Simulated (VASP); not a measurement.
# NaCl in VASP: a series of runs, part 3 of 3

VASP 6.6.1. Earlier steps stand in the parts before.

### 6 Single point, PBE (strain along [111] -2.0%)

INCAR

```
PREC     = Accurate       # precision mode
ENCUT    = 520            # plane-wave cutoff, eV
EDIFF    = 1E-6           # SCF threshold, eV
ISMEAR   = -1             # smearing method
SIGMA    = 0.02           # smearing width, eV
LREAL    = False          # projectors in reciprocal space
LASPH    = True           # aspherical terms in the spheres
NELM     = 80             # most SCF steps
ALGO     = Normal         # electronic algorithm
ISIF     = 2              # what is computed and relaxed
LWAVE    = False          # write WAVECAR
LCHARG   = False          # write CHGCAR
GGA      = PE             # functional
NBANDS   = 14             # bands
```

KPOINTS

```
regular mesh
0
Gamma
  8 8 8
```

POSCAR

```
NaCl
1.0
   -0.0373693175      2.7653294919      2.7653294919
    2.7653294919     -0.0373693175      2.7653294919
    2.7653294919      2.7653294919     -0.0373693175
Na Cl
1 1
Direct
    0.0000000000      0.0000000000      0.0000000000
    0.5000000000      0.5000000000      0.5000000000
```

Potentials or basis: VASP PAW PBE potentials, release 64 (Na_pv, Cl).

On the command line:

```
> cat potpaw_PBE.64/Na_pv/POTCAR potpaw_PBE.64/Cl/POTCAR > POTCAR
> mpirun -np 1 vasp_std > vasp.out
```

OUTCAR:

```text
PREC = Accurate
   ENCUT = 520
   EDIFF = 1E-6
   ISMEAR = -1
   LREAL = False
   LASPH = True
   NELM = 80
   ISIF = 2
   GGA = PE

 ion  position               nearest neighbor table
   1  0.000  0.000  0.000-
   2  0.500  0.500  0.500-

  LATTYP: Found a trigonal (rhomboedric) cell.
 ALAT       =     3.9109450090
 COS(alpha) =     0.4864420707

  Lattice vectors:

 A1 = (  -0.0373693175,   2.7653294919,   2.7653294919)
 A2 = (   2.7653294919,  -0.0373693175,   2.7653294919)
 A3 = (   2.7653294919,   2.7653294919,  -0.0373693175)

Analysis of symmetry for initial positions (statically):
=====================================================================
 Subroutine PRICEL returns:
 Original cell was already a primitive cell.

 Routine SETGRP: Setting up the symmetry group for a
 trigonal (rhombohedral) supercell.

 Subroutine GETGRP returns: Found 12 space group operations
 (whereof 12 operations were pure point group operations)
 out of a pool of 12 trial point group operations.

The static configuration has the point symmetry D_3d.

[... 164 lines left out ...]
 fundamental gap:      5.2070752653
 Fermi energy:        -0.0715131659

 k-point     1 :       0.0000    0.0000    0.0000
  band No.  band energies     occupation
      1     -21.2518      2.00000
      2     -21.2489      2.00000
      3     -21.2489      2.00000
      4     -13.2505      2.00000
      5      -0.5262      2.00000
      6      -0.5262      2.00000
      7      -0.4504      2.00000
      8       4.7567      0.00000
      9      10.5621      0.00000
     10      10.5621      0.00000
     11      10.8532      0.00000
     12      12.8716      0.00000
     13      12.8716      0.00000
     14      14.5359      0.00000
[... 377 lines left out ...]
      1     -21.2722      2.00000
      2     -21.2557      2.00000
      3     -21.2499      2.00000
      4     -12.9899      2.00000
      5      -1.9177      2.00000
      6      -0.8875      2.00000
      7      -0.6974      2.00000
      8       6.9005      0.00000
      9       9.3428      0.00000
     10      10.5498      0.00000
     11      11.1194      0.00000
     12      12.3061      0.00000
     13      14.3905      0.00000
     14      16.3090      0.00000

 [... further k-points ...]
[... 5 lines left out ...]
  --------------------------------------------------------------------------------------
  -------------------------------------------------------------------------------------
  Total        0.5018600      0.5018600      0.5018600      0.0446166      0.0446166      0.0446166
  in kB       18.6340744     18.6340744     18.6340744      1.6566162      1.6566162      1.6566162
  external PRESSURE =      18.6340744 kB  Pullay stress =       0.0000000 kB

 VOLUME and BASIS-vectors are now :
 -----------------------------------------------------------------------------
  energy-cutoff  :      520.00
  volume of cell :       43.15
      direct lattice vectors                 reciprocal lattice vectors
    -0.037369317  2.765329492  2.765329492    -0.177185874  0.179613078  0.179613078
     2.765329492 -0.037369317  2.765329492     0.179613078 -0.177185874  0.179613078
     2.765329492  2.765329492 -0.037369317     0.179613078  0.179613078 -0.177185874

 POSITION                                       TOTAL-FORCE (eV/Angst)
 -----------------------------------------------------------------------------------
      0.00000      0.00000      0.00000        -0.000000     -0.000000      0.000000
      2.74664      2.74664      2.74664         0.000000      0.000000     -0.000000
 -----------------------------------------------------------------------------------
    total drift:                               -0.000000      0.000000      0.000000

  FREE ENERGIE OF THE ION-ELECTRON SYSTEM (eV)
  ---------------------------------------------------
  free  energy   TOTEN  =        -6.7597503160 eV

  energy  without entropy=       -6.7597503160  energy(sigma->0) =       -6.75975032
```

stdout:

```text
POSCAR found type information on POSCAR NaCl
 POSCAR found :  2 types and       2 ions
 scaLAPACK will be used
 LDA part: xc-table for (Slater+PW92), standard interpolation
 POSCAR, INCAR and KPOINTS ok, starting setup
 FFT: planning ... GRIDC
 FFT: planning ... GRID_SOFT
 FFT: planning ... GRID
 WAVECAR not read
 entering main loop
```

Run time: 56 s. Hardware: 1 thread of AMD EPYC 7R13, shared host; peak memory 0.15 GiB.

What came out:

| Quantity | Value |
| --- | --- |
| Free energy | -6.7598 eV |
| Pressure | 1.9 GPa |
| Band gap on the k mesh | 5.21 eV, direct |

Stress tensor (GPa, compression positive):
```
1.86 0.17 0.17
0.17 1.86 0.17
0.17 0.17 1.86
```

Caveat: the cell differs from its parent crystal (strain along [111] -2.0%).

### 7 The runs side by side

```tsv
cell	k mesh	smearing	gap on the mesh (eV)	pressure (GPa)
a = 3.969, b = 3.969, c = 3.983 Å, angles 59.9, 59.9, 60.2°, 2 atoms	4 × 4 × 4	gaussian 0.01 eV	5.15	1.0
a = 3.964, b = 3.964, c = 3.914 Å, angles 60.4, 60.4, 60.8°, 2 atoms	4 × 4 × 4	gaussian 0.01 eV	5.13	1.3
a = 3.949, b = 3.949, c = 3.904 Å, angles 60.4, 60.4, 59.3°, 2 atoms	8 × 8 × 8	fermi-dirac 0.02 eV	5.26	2.0
a = 3.969, b = 3.969, c = 3.983 Å, angles 59.9, 59.9, 60.2°, 2 atoms	8 × 8 × 8	fermi-dirac 0.02 eV	5.15	1.0
a = 3.911 Å, angles 60.9°, 2 atoms	8 × 8 × 8	fermi-dirac 0.02 eV	5.21	1.9
```

Alike in all rows: task single point; level PBE; potentials or basis VASP PAW PBE potentials, release 64 (Na_pv, Cl); no spin polarisation; cutoff (eV) 520.

Caveats: some runs use coarse meshes.

Total energies depend on the potentials used, so only differences within one code and one set of settings carry meaning.
